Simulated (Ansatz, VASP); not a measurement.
Two plane-wave programs on Sn2GeO3

```
Sn Ge O
1.0
     3.79208    0.00000    0.00000
     0.00000    3.79208    0.00000
     0.00000    0.00000   14.72424
Sn Ge O
4 2 6
Direct
  0.00000 0.50000 0.90555
  0.00000 0.50000 0.25568
  0.50000 0.00000 0.09445
  0.50000 0.00000 0.74432
  0.00000 0.50000 0.56602
  0.50000 0.00000 0.43398
  0.50000 0.50000 0.82510
  0.50000 0.50000 0.17490
  0.50000 0.50000 0.50000
  0.00000 0.00000 0.82510
  0.00000 0.00000 0.17490
  0.00000 0.00000 0.50000
```

Alike in both runs: task single point; functional PBE; k mesh 4 × 4 × 1; occupations gaussian, width 0.1 eV; no spin polarisation.

|  | VASP | Ansatz |
| --- | --- | --- |
| version | VASP 6.6.1 | Ansatz 0.2.0 |
| potentials or method | VASP PAW PBE potentials, release 64 (Sn_d, Ge_d, O), cutoff 520 eV | scalar-relativistic, plane waves, PAW |
| valence electrons in the cell | 120 | 120 |

VASP gave:

```
gap on the k mesh at the Fermi level (eV) : 1.11
least direct gap on the mesh (eV)         : 1.78
pressure (GPa)                            : 0.2
rms of the force components (eV/Å)        : 0.030
```

Task: Estimate Ansatz's values.

Result: gap on the k mesh at the Fermi level (eV): 1.11; least direct gap on the mesh (eV): 1.80; pressure (GPa): 0.0; rms of the force components (eV/Å): 0.006.

Atom by atom the forces differ by 0.031 eV/Å (rms over components). With one functional, cell and mesh, what is left measures potentials, basis and numerics.

The k mesh is coarse, so the values compare programs but aren't converged.
